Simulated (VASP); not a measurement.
# CdF2 (R-3m) in VASP: further runs

CdF2 is run at these levels: PBEsol; tasks: single point.

Program: VASP 6.6.1. These are calculated values, not measurements. Logs are shortened: lines on timing, memory, paths and dates and some standing lists are left out, and cuts for length are marked.

## (1) The cell of the first run

The structure is trigonal, space group R-3m (No. 166). The conventional cell has a = 3.192 Å, b = 3.192 Å, c = 13.293 Å, α = 90.00°, β = 90.00°, γ = 120.00°. Cd (site symmetry -3m) has 6 F at 2.15 Å within 2.8 Å. Within 2.8 Å of F (site symmetry 3m) lie 3 Cd at 2.15 Å.

## (2) Single point, PBEsol

Contents of INCAR:

```
PREC = Accurate
ENCUT = 520
EDIFF = 1E-6
ISMEAR = 0
SIGMA = 0.05
LREAL = F
LASPH = T
NELM = 100
ALGO = Normal
ISIF = 2
LWAVE = F
LCHARG = F
GGA = PS
NBANDS = 20
```

Contents of KPOINTS:

```
regular mesh
0
Gamma
  8 8 8
```

Contents of POSCAR:

```
CdF2
1.0
    1.0533872689      3.3106457022      3.3106457022
    3.3106457022      1.0533872689      3.3106457022
    3.3106457022      3.3106457022      1.0533872689
Cd F
1 2
Direct
    0.0000000000      0.0000000000      0.0000000000
    0.2500000000      0.2500000000      0.2500000000
    0.7500000000      0.7500000000      0.7500000000
```

Potentials or basis: VASP PAW PBE potentials, release 64 (Cd, F).

Command:

```sh
> cat potpaw_PBE.64/Cd/POTCAR potpaw_PBE.64/F/POTCAR > POTCAR
> mpirun -np 1 vasp_std > vasp.out
```

OUTCAR:

```text
PREC = Accurate
   ENCUT = 520
   EDIFF = 1E-6
   ISMEAR = 0
   LREAL = F
   LASPH = T
   NELM = 100
   ISIF = 2
   GGA = PS

 ion  position               nearest neighbor table
   1  0.000  0.000  0.000-   3 2.15   3 2.15   3 2.15   2 2.15   2 2.15   2 2.15
   2  0.250  0.250  0.250-   1 2.15   1 2.15   1 2.15
   3  0.750  0.750  0.750-   1 2.15   1 2.15   1 2.15

  LATTYP: Found a trigonal (rhomboedric) cell.
 ALAT       =     4.7989972566
 COS(alpha) =     0.7787610620

  Lattice vectors:

 A1 = (   1.0533872689,   3.3106457022,   3.3106457022)
 A2 = (   3.3106457022,   1.0533872689,   3.3106457022)
 A3 = (   3.3106457022,   3.3106457022,   1.0533872689)

Analysis of symmetry for initial positions (statically):
=====================================================================
 Subroutine PRICEL returns:
 Original cell was already a primitive cell.

 Routine SETGRP: Setting up the symmetry group for a
 trigonal (rhombohedral) supercell.

 Subroutine GETGRP returns: Found 12 space group operations
 (whereof 12 operations were pure point group operations)
 out of a pool of 12 trial point group operations.

The static configuration has the point symmetry D_3d.

Analysis of symmetry for dynamics (positions and initial velocities):
=====================================================================
 Subroutine PRICEL returns:
 Original cell was already a primitive cell.

 Routine SETGRP: Setting up the symmetry group for a
 trigonal (rhombohedral) supercell.

 Subroutine GETGRP returns: Found 12 space group operations
 (whereof 12 operations were pure point group operations)
 out of a pool of 12 trial point group operations.

The dynamic configuration has the point symmetry D_3d.

 Subroutine INISYM returns: Found 12 space group operations
 (whereof 12 operations are pure point group operations),
 and found     1 'primitive' translations

----------------------------------------------------------------------------------------

                                     Primitive cell

  volume of cell :      39.1041

  direct lattice vectors                    reciprocal lattice vectors
     1.053387269  3.310645702  3.310645702    -0.251910655  0.191104635  0.191104635
     3.310645702  1.053387269  3.310645702     0.191104635 -0.251910655  0.191104635
     3.310645702  3.310645702  1.053387269     0.191104635  0.191104635 -0.251910655

  length of vectors
     4.798997257  4.798997257  4.798997257     0.369460338  0.369460338  0.369460338

  position of ions in fractional coordinates (direct lattice)
     0.000000000  0.000000000  0.000000000
     0.250000000  0.250000000  0.250000000
     0.750000000  0.750000000  0.750000000

  ion indices of the primitive-cell ions
   primitive index   ion index
                 1           1
                 2           2
                 3           3

----------------------------------------------------------------------------------------

 KPOINTS: regular mesh

Automatic generation of k-mesh.
 Grid dimensions read from file:
 generate k-points for:    8    8    8

 Generating k-lattice:

  Cartesian coordinates                     Fractional coordinates (reciprocal lattice)
    -0.031488832  0.023888079  0.023888079     0.125000000 -0.000000000 -0.000000000
     0.023888079 -0.031488832  0.023888079    -0.000000000  0.125000000 -0.000000000
     0.023888079  0.023888079 -0.031488832     0.000000000  0.000000000  0.125000000

  Length of vectors
     0.046182542  0.046182542  0.046182542

  Shift w.r.t. Gamma in fractional coordinates (k-lattice)
     0.000000000  0.000000000  0.000000000

 Subroutine IBZKPT returns following result:
 ===========================================

 Found     65 irreducible k-points:

 Following reciprocal coordinates:
            Coordinates               Weight
  0.000000  0.000000  0.000000      1.000000
  0.125000  0.000000  0.000000      6.000000
  0.250000  0.000000  0.000000      6.000000
  0.375000 -0.000000 -0.000000      6.000000
  0.500000  0.000000  0.000000      3.000000
  0.125000  0.125000 -0.000000      6.000000
[... 16 lines left out ...]
  0.250000  0.125000  0.125000      6.000000
  0.375000  0.125000  0.125000      6.000000
 [... further k-points ...]
   k-points           NKPTS =     65   k-points in BZ     NKDIM =     65   number of bands    NBANDS=     20
   number of dos      NEDOS =    301   number of ions     NIONS =      3
   total plane-waves  NPLWV =  46656
   dimension x,y,z NGX =    36 NGY =   36 NGZ =   36
   dimension x,y,z NGXF=    72 NGYF=   72 NGZF=   72
   ions per type =               1   2
   NGX,Y,Z   is equivalent  to a cutoff of  12.47, 12.47, 12.47 a.u.
   NGXF,Y,Z  is equivalent  to a cutoff of  24.94, 24.94, 24.94 a.u.
 SYSTEM =  unknown system
   PREC   = accura    normal or accurate (medium, high low for compatibility)
   ISTART =      0    job   : 0-new  1-cont  2-samecut
   ICHARG =      2    charge: 1-file 2-atom 10-const
   ISPIN  =      1    spin polarized calculation?
   LNONCOLLINEAR =      F non collinear calculations
   LSORBIT =      F    spin-orbit coupling
   LASPH  =      T    aspherical Exc in radial PAW
   ENCUT  =  520.0 eV  38.22 Ry    6.18 a.u.   8.92  8.92  8.92*2*pi/ulx,y,z
   NELM   =    100;   NELMIN=  2; NELMDL= -5     # of ELM steps
   EDIFF  = 0.1E-05   stopping-criterion for ELM
   LREAL  =      F    real-space projection
   EDIFFG = 0.1E-04   stopping-criterion for IOM
   NSW    =      0    number of steps for IOM
   IBRION =     -1    ionic relax: 0-MD 1-quasi-New 2-CG
   NFREE  =      0    steps in history (QN), initial steepest desc. (CG)
   ISIF   =      2    stress and relaxation
   ISYM   =      2    0-nonsym 1-usesym 2-fastsym
   POTIM  = 0.5000    time-step for ionic-motion
   TEBEG  =    0.0;   TEEND  =   0.0 temperature during run
   PSTRESS=    0.0 pullay stress
   NELECT =      26.0000    total number of electrons
   NUPDOWN=      -1.0000    fix difference up-down
   EMIN   =  10.00;   EMAX   =-10.00  energy-range for DOS
   EFERMI =   0.00;   METHOD = LEGACY
   ISMEAR =     0;   SIGMA  =   0.05  broadening in eV -4-tet -1-fermi 0-gaus
   EFERMI_NEDOS =   21; number of points for ismear=-14 and -15
   IALGO  =     38    algorithm
   IMIX   =      4    mixing-type and parameters
     AMIX     =   0.40;   BMIX     =  1.00
     AMIX_MAG =   1.60;   BMIX_MAG =  1.00
  volume/ion in A,a.u.               =      13.03        87.96
  Fermi-wavevector in a.u.,A,eV,Ry     =   1.428867  2.700166 27.778468  2.041660
  Thomas-Fermi vector in A             =   2.548882
   LORBIT       =      0    0 simple, 1 ext, 2 COOP (PROOUT), +10 PAW based schemes
   GGA     = PS    functional components
   LHFCALC =     F    Hartree Fock is set to
   AEXX    =    0.0000 exact exchange contribution
   IVDW    =     0    specifies the selected vdW correction
   LEPSILON=     F    determine dielectric tensor
   LRPA    =     F    only Hartree local field effects (RPA)
 non-spin polarized calculation
 Gauss-broadening in eV      SIGMA  =   0.05
  energy-cutoff  :      520.00
  volume of cell :       39.10
 maximum number of plane-waves:      1066
   NGX = 17   NGY = 17   NGZ = 17

 number of electron      26.0000000 magnetization

 Free energy of the ion-electron system (eV)
  ---------------------------------------------------
  ext. energy  EPLUGINS =         0.00000000
  ---------------------------------------------------
  free energy    TOTEN  =       -10.84897164 eV

  energy without entropy =      -10.84897164  energy(sigma->0) =      -10.84897164

 E-fermi :  -1.0942     XC(G=0): -10.5507

 val. band max:       -1.3338189245   @ k =   0.5000   0.5000   0.5000
 cond. band min:       1.9321972979   @ k =   0.0000   0.0000   0.0000
 fundamental gap:      3.2660162224
 Fermi energy:        -1.0942217337

 k-point     1 :       0.0000    0.0000    0.0000
  band No.  band energies     occupation
      1     -22.6656      2.00000
      2     -21.9059      2.00000
      3      -7.5295      2.00000
      4      -7.5215      2.00000
      5      -7.5215      2.00000
      6      -5.9394      2.00000
[... 12 lines left out ...]
     19      20.0333      0.00000
     20      20.4567      0.00000

 k-point     2 :       0.1250    0.0000    0.0000
  band No.  band energies     occupation
      1     -22.6022      2.00000
      2     -21.9298      2.00000
      3      -7.4742      2.00000
      4      -7.4189      2.00000
      5      -7.3296      2.00000
      6      -6.0571      2.00000
[... 12 lines left out ...]
     19      17.8262      0.00000
     20      20.2234      0.00000

 k-point     3 :       0.2500    0.0000    0.0000
  band No.  band energies     occupation
      1     -22.4458      2.00000
      2     -21.9878      2.00000
      3      -7.3626      2.00000
      4      -7.2104      2.00000
      5      -6.7917      2.00000
      6      -6.3839      2.00000
[... 12 lines left out ...]
     19      15.9403      0.00000
     20      19.4375      0.00000

 k-point     4 :       0.3750   -0.0000   -0.0000
  band No.  band energies     occupation
      1     -22.2802      2.00000
      2     -22.0488      2.00000
      3      -7.3312      2.00000
      4      -7.1212      2.00000
      5      -6.6407      2.00000
      6      -6.0845      2.00000
[... 12 lines left out ...]
     19      15.1535      0.00000
     20      17.2968      0.00000

 k-point     5 :       0.5000    0.0000    0.0000
  band No.  band energies     occupation
      1     -22.2038      2.00000
      2     -22.0807      2.00000
      3      -7.3970      2.00000
      4      -7.1249      2.00000
      5      -6.6382      2.00000
      6      -5.6141      2.00000
[... 12 lines left out ...]
     19      14.9932      0.00000
     20      16.3286      0.00000
[... 353 lines left out ...]
      6      -5.7084      2.00000
[... 12 lines left out ...]
     19      15.2751      0.00000
     20      20.2535      0.00000

 k-point    22 :       0.1250    0.1250    0.1250
  band No.  band energies     occupation
      1     -22.6433      2.00000
      2     -21.9308      2.00000
      3      -7.5166      2.00000
      4      -7.5166      2.00000
      5      -7.4746      2.00000
      6      -5.9384      2.00000
[... 12 lines left out ...]
     19      19.6812      0.00000
     20      20.4631      0.00000

 k-point    23 :       0.2500    0.1250    0.1250
  band No.  band energies     occupation
      1     -22.5692      2.00000
      2     -21.9664      2.00000
      3      -7.5034      2.00000
      4      -7.4082      2.00000
      5      -7.2253      2.00000
      6      -6.0483      2.00000
[... 12 lines left out ...]
     19      17.7712      0.00000
     20      20.1417      0.00000

 k-point    24 :       0.3750    0.1250    0.1250
  band No.  band energies     occupation
      1     -22.4123      2.00000
      2     -22.0224      2.00000
      3      -7.4294      2.00000
      4      -7.1950      2.00000
      5      -6.6897      2.00000
      6      -6.3659      2.00000
[... 12 lines left out ...]
     19      16.0345      0.00000
     20      18.6878      0.00000

 [... further k-points ...]
[... 5 lines left out ...]
  --------------------------------------------------------------------------------------
  -------------------------------------------------------------------------------------
  Total        4.7736766      4.7736766      4.7736766     -1.3047706     -1.3047706     -1.3047706
  in kB      195.5873692    195.5873692    195.5873692    -53.4591416    -53.4591416    -53.4591416
  external PRESSURE =     195.5873692 kB  Pullay stress =       0.0000000 kB

 VOLUME and BASIS-vectors are now :
 -----------------------------------------------------------------------------
  energy-cutoff  :      520.00
  volume of cell :       39.10
      direct lattice vectors                 reciprocal lattice vectors
     1.053387269  3.310645702  3.310645702    -0.251910655  0.191104635  0.191104635
     3.310645702  1.053387269  3.310645702     0.191104635 -0.251910655  0.191104635
     3.310645702  3.310645702  1.053387269     0.191104635  0.191104635 -0.251910655

 POSITION                                       TOTAL-FORCE (eV/Angst)
 -----------------------------------------------------------------------------------
      0.00000      0.00000      0.00000        -0.000000      0.000000      0.000000
      1.91867      1.91867      1.91867        -0.518144     -0.518144     -0.518144
      5.75601      5.75601      5.75601         0.518144      0.518144      0.518144
 -----------------------------------------------------------------------------------
    total drift:                               -0.000000      0.000000      0.000000

  FREE ENERGIE OF THE ION-ELECTRON SYSTEM (eV)
  ---------------------------------------------------
  free  energy   TOTEN  =       -10.8489716426 eV

  energy  without entropy=      -10.8489716426  energy(sigma->0) =      -10.84897164
```

It took 31 s on 1 thread of Intel Xeon Platinum 8559C (Emerald Rapids), shared host; peak memory 0.22 GiB.

Results:

```
Free energy            : -10.8490 eV
Pressure               : 19.6 GPa
Largest force          : 0.897 eV/Å
Band gap on the k mesh : 3.27 eV, indirect (least direct gap 3.36 eV)
```

Forces in eV/Å, atoms in the order of the input:
```
Cd   0.000  0.000  0.000
F   -0.518 -0.518 -0.518
F    0.518  0.518  0.518
```

Levels at points of the mesh, in eV from the valence-band top:
```csv
k point,band 10,band 11,band 12,band 13,band 14,band 15,band 16,band 17
"(0.00, 0.00, 0.00)",-1.80,-1.21,-0.10,-0.10,3.27,9.15,14.13,16.99
"(0.50, 0.00, 0.00)",-2.44,-2.39,-0.71,-0.24,8.49,9.26,13.02,15.24
"(0.50, 0.50, 0.00)",-2.71,-1.89,-0.27,-0.03,8.68,8.84,12.73,12.75
"(0.50, 0.50, 0.50)",-1.95,-1.95,0.00,0.00,5.00,7.54,16.82,17.60
```

Caveat: the PAW data sets were made with another functional, which shifts forces and pressure a little.

## (3) Single point, PBEsol

This run uses another cell than the first one, of the same volume but with other edges.

Contents of INCAR:

```
SYSTEM = CdF2
  PREC = Accurate
  ENCUT = 520
  EDIFF = 1E-7
  ISMEAR = 0
  SIGMA = 0.05
  LREAL = .False.
  LASPH = .True.
  NELM = 100
  ALGO = Normal
  ISIF = 2
  LWAVE = .False.
  LCHARG = .True.
  GGA = PS
  LELF = .True.
  LVHAR = .True.
  NBANDS = 20
```

Contents of KPOINTS:

```
regular mesh
0
Gamma
  8 8 8
  0 0 0
```

Contents of POSCAR:

```
CdF2
1.0
   -0.1287982779      2.6311648190      2.6311648190
    2.6311648190     -0.1287982779      2.6311648190
    2.6311648190      2.6311648190     -0.1287982779
Cd F
1 2
Direct
    0.0000000000      0.0000000000      0.0000000000
    0.2500000000      0.2500000000      0.2500000000
    0.7500000000      0.7500000000      0.7500000000
```

Potentials or basis: VASP PAW PBE potentials, release 64 (Cd, F).

Command:

```sh
> cat potpaw_PBE.64/Cd/POTCAR potpaw_PBE.64/F/POTCAR > POTCAR
> mpirun -np 1 vasp_std > vasp.out
```

Wall time 23 s (1 thread of Intel Xeon Platinum 8559C (Emerald Rapids), shared host); peak memory 0.19 GiB.

Results (log left out):

- Free energy: -11.5647 eV
- Pressure: 1.3 GPa
- Largest force: 0.248 eV/Å
- Band gap on the k mesh: 2.94 eV, indirect (least direct gap 3.22 eV)

Forces in eV/Å, atoms in the order of the input:
```
Cd   0.000  0.000  0.000
F    0.143  0.143  0.143
F   -0.143 -0.143 -0.143
```

Stress tensor (GPa, compression positive):
```
1.31 1.75 1.75
1.75 1.31 1.75
1.75 1.75 1.31
```

Levels at points of the mesh, in eV from the valence-band top:
```csv
k point,band 11,band 12,band 13,band 14,band 15,band 16
"(0.00, 0.00, 0.00)",-0.60,-0.60,-0.29,2.94,12.04,12.04
"(0.50, 0.00, 0.00)",-1.81,-0.42,-0.25,6.97,8.86,13.93
"(0.50, 0.50, 0.00)",-0.54,-0.19,0.00,7.92,9.45,11.70
"(0.50, 0.50, 0.50)",-1.95,-0.56,-0.56,7.42,9.30,13.94
```

Caveat: the PAW data sets were made with another functional, which shifts forces and pressure a little. A k mesh can miss the band edges.

## (4) Single point, PBEsol

This run uses another cell than the first one, of the same volume but with other edges.

Contents of INCAR:

```
PREC     = Accurate       # precision mode
ENCUT    = 520            # plane-wave cutoff, eV
EDIFF    = 1E-7           # SCF threshold, eV
ISMEAR   = 0              # smearing method
SIGMA    = 0.05           # smearing width, eV
LREAL    = False          # projectors in reciprocal space
LASPH    = True           # aspherical terms in the spheres
NELM     = 100            # most SCF steps
ALGO     = Normal         # electronic algorithm
ISIF     = 2              # what is computed and relaxed
LWAVE    = False          # write WAVECAR
LCHARG   = False          # write CHGCAR
GGA      = PS             # functional
NBANDS   = 20             # bands
```

Contents of KPOINTS:

```
Automatic mesh
0
Gamma
  8 8 8
```

Contents of POSCAR:

```
CdF2
1.0
    0.1400409562      2.7658088851      2.7658088851
    2.7658088851      0.1400409562      2.7658088851
    2.7658088851      2.7658088851      0.1400409562
Cd F
1 2
Direct
    0.0000000000      0.0000000000      0.0000000000
    0.2500000000      0.2500000000      0.2500000000
    0.7500000000      0.7500000000      0.7500000000
```

Command:

```sh
> cat potpaw_PBE.64/Cd/POTCAR potpaw_PBE.64/F/POTCAR > POTCAR
> mpirun -np 1 vasp_std > vasp.out
```

Run time: 30 s. Hardware: 1 thread of Intel Xeon Platinum 8559C (Emerald Rapids), shared host; peak memory 0.19 GiB.

It converged, with:

```
Free energy            : -11.5701 eV
Pressure               : 1.3 GPa
Largest force          : 0.142 eV/Å
Band gap on the k mesh : 2.94 eV, indirect (least direct gap 3.30 eV)
```

Forces on the atoms (eV/Å):
```
Cd   0.000  0.000  0.000
F   -0.082 -0.082 -0.082
F    0.082  0.082  0.082
```

Stress tensor (GPa, compression positive):
```
 1.26 -1.14 -1.14
-1.14  1.26 -1.14
-1.14 -1.14  1.26
```

Levels at points of the mesh, in eV from the valence-band top:
```csv
k point,band 11,band 12,band 13,band 14,band 15,band 16
"(0.00, 0.00, 0.00)",-0.74,-0.36,-0.36,2.94,11.59,13.04
"(0.50, 0.00, 0.00)",-1.84,-0.51,-0.35,7.21,9.10,13.72
"(0.50, 0.50, 0.00)",-0.54,-0.16,-0.01,7.92,9.46,11.72
"(0.50, 0.50, 0.50)",-1.83,-0.23,-0.23,6.72,8.63,14.71
```

Caveat: the PAW data sets were made with another functional, which shifts forces and pressure a little.

## (5) Overview

```tsv
cell	gap on the mesh (eV)	pressure (GPa)	largest force (eV/Å)
a = 4.799 Å, angles 38.9°, 3 atoms	3.27	19.6	0.90
a = 3.723 Å, angles 63.2°, 3 atoms	2.94	1.3	0.25
a = 3.914 Å, angles 56.6°, 3 atoms	2.94	1.3	0.14
```

Alike in all rows: task single point; level PBEsol; potentials or basis VASP PAW PBE potentials, release 64 (Cd, F); no spin polarisation; k mesh 8 × 8 × 8; cutoff (eV) 520; smearing gaussian 0.05 eV.

Caveats: the PAW data sets were made with another functional, which shifts forces and pressure a little.

Total energies depend on the potentials used, so only differences within one code and one set of settings carry meaning.
